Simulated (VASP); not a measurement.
ScAl7N8 (a cell with a defect): single point with PBEsol

The system is ScAl7N8 (a cell with a defect).

```
Al N Sc
1.0
     8.75544    0.00000    0.00000
     0.00000    4.37772    0.00000
     0.00000    0.00000    4.37772
Al N Sc
7 8 1
Cartesian
  8.6965 0.1132 4.3378
  4.3466 0.0119 0.0218
  2.2441 2.2212 4.3632
  6.5438 2.2923 4.2600
  2.2022 4.2808 2.2516
  6.4326 0.0468 2.2099
  8.6722 2.1875 2.1170
  1.0590 1.2337 1.1184
  5.3985 1.0604 1.1794
  3.3312 3.3902 1.1550
  7.6495 3.3743 1.0052
  3.3678 0.9458 3.2340
  7.5638 1.0765 3.3606
  1.0545 3.2914 3.3301
  5.2904 3.2045 3.1699
  4.3046 2.0845 2.1553
```

```yaml
Program: VASP 6.6.1
Task: single point
Functional: PBEsol
Potentials_or_basis: VASP PAW PBE potentials, release 64 (Al, N, Sc_sv)
Cutoff: 520 eV
k_mesh: 2 × 2 × 2, shifted
Occupations: fermi-dirac, width 0.05 eV
Spin: no spin polarisation
Dipole_correction: no
Charge: 3
Further_INCAR_settings: LREAL = Auto; ALGO = Normal; EDIFF = 1e-06; NBANDS = 50; NELECT = 69.0
```

```yaml
Largest_force: 7.006 eV/Å
```

Forces in eV/Å, atoms in the order of the input:
```
Al   1.510 -0.869  0.911
Al   1.518 -1.027 -0.141
Al  -0.194 -0.387  0.125
Al  -0.978 -0.022  1.394
Al  -1.245  1.406 -0.663
Al   1.523 -1.505  0.488
Al  -0.699  1.108  1.543
N    1.271 -1.807 -0.767
N    3.612 -1.987 -5.323
N   -2.577  0.470 -2.927
N   -0.881 -0.526  1.039
N   -4.301 -0.814  3.740
N   -0.106  0.874 -2.135
N   -0.297 -0.327 -0.178
N    3.961  3.980  4.190
Sc  -2.118  1.433 -1.296
```

Levels at points of the mesh, in eV from the Fermi level:
```
           k point  band 31  band 32  band 33  band 34  band 35  band 36  band 37  band 38
(0.25, 0.25, 0.25)    -0.54    -0.45    -0.22    -0.06     0.02     0.17     5.30     5.56
```

It took 62 s on 1 thread of Intel(R) Xeon(R) 6975P-C (Granite Rapids), on a shared host, peak memory 0.28 GiB.

Caveat: the k points lie up to 0.72 Å⁻¹ apart; the cell carries a net charge on a neutralising background, which shifts energy and pressure; the cell is charged against a uniform background, so pressure and absolute levels hang on convention; the PAW data sets were made with another functional, which shifts forces and pressure a little.
